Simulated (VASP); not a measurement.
Wanted: the native input for a VASP 6.6.1 run.

```
Task                   : single point
Functional             : PBE
Potentials or basis    : VASP PAW PBE potentials, release 64 (Si, C)
Cutoff                 : 600 eV
k mesh                 : 4 × 4 × 4
Occupations            : gaussian, width 0.01 eV
Spin                   : no spin polarisation
Dipole correction      : no
Further INCAR settings : ALGO = Normal; EDIFF = 1e-06; NBANDS = 11
```

The structure of SiC lies in POSCAR:

```
SiC
1.0
    0.0000000000      2.1495504440      2.1495504440
    2.1495504440      0.0000000000      2.1495504440
    2.1495504440      2.1495504440      0.0000000000
Si C
1 1
Direct
    0.0000000000      0.0000000000      0.0000000000
    0.2500000000      0.2500000000      0.2500000000
```

The input as run:

INCAR

```
ALGO     = Normal         # electronic algorithm
EDIFF    = 1E-6           # SCF threshold, eV
ENCUT    = 600            # plane-wave cutoff, eV
GGA      = PE             # functional
GGA_COMPAT= F            
ISIF     = 2              # what is computed and relaxed
ISMEAR   = 0              # smearing method
LASPH    = T              # aspherical terms in the spheres
LCHARG   = T              # write CHGCAR
LELF     = T              # ELF
LREAL    = F              # projectors in reciprocal space
LVHAR    = T            
LWAVE    = F              # write WAVECAR
NBANDS   = 11             # bands
NELM     = 120            # most SCF steps
PREC     = Accurate       # precision mode
SIGMA    = 0.01           # smearing width, eV
```

KPOINTS

```
k-points
0
Gamma
  4 4 4
```

Potentials or basis: VASP PAW PBE potentials, release 64 (Si, C).

Launch:

```sh
$ cat potpaw_PBE.64/Si/POTCAR potpaw_PBE.64/C/POTCAR > POTCAR
$ mpirun -np 1 vasp_std > vasp.out
```

Results of the run:

The pressure is 13.5 GPa. The band gap on the k mesh is 1.27 eV, indirect (least direct gap 4.55 eV).

Caveat: the k points lie up to 0.63 Å⁻¹ apart.

It took 5.6 s on 1 thread of Intel Xeon 8259CL, with other jobs on the host, peak memory 0.13 GiB.
